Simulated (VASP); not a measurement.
A run of VASP 6.6.1:

File INCAR:

```
SYSTEM = In5O
PREC = Accurate
ENCUT = 600
EDIFF = 1E-6
ISMEAR = 0
SIGMA = 0.1
LREAL = .FALSE.
LASPH = .TRUE.
NELM = 60
ALGO = Normal
ISIF = 3
LWAVE = .FALSE.
LCHARG = .FALSE.
GGA = PE
IBRION = 2
NSW = 90
EDIFFG = -0.04
```

KPOINTS

```
regular mesh
0
G
  6 6 4
  0 0 0
```

Contents of POSCAR:

```
In5O
1.0
    4.8469160800      0.0000000000      0.0000000000
   -2.4234580400      4.1975524600      0.0000000000
    0.0000000000      0.0000000000      6.4527281700
In O
5 1
Direct
    0.0000000000      0.0000000000      0.7626469700
    0.0000000000      0.0000000000      0.2373530300
    0.5000000000      0.0000000000      0.5000000000
    0.0000000000      0.5000000000      0.5000000000
    0.5000000000      0.5000000000      0.5000000000
    0.0000000000      0.0000000000      0.5000000000
```

Potentials or basis: VASP PAW PBE potentials, release 64 (In_d, O).

Launch:

```console
$ cat potpaw_PBE.64/In_d/POTCAR potpaw_PBE.64/O/POTCAR > POTCAR
$ mpirun -np 1 vasp_std > vasp.out
```

Hardware: 1 thread of AMD EPYC 9R45 96-Core Processor (Zen 5), with other jobs on the host.

Task: Estimate the wall time of this run.

Result: It took 33 min on 1 thread of AMD EPYC 9R45 96-Core Processor (Zen 5), with other jobs on the host, peak memory 0.32 GiB. Counts: scf iterations 377, k points 21, ion steps 22.
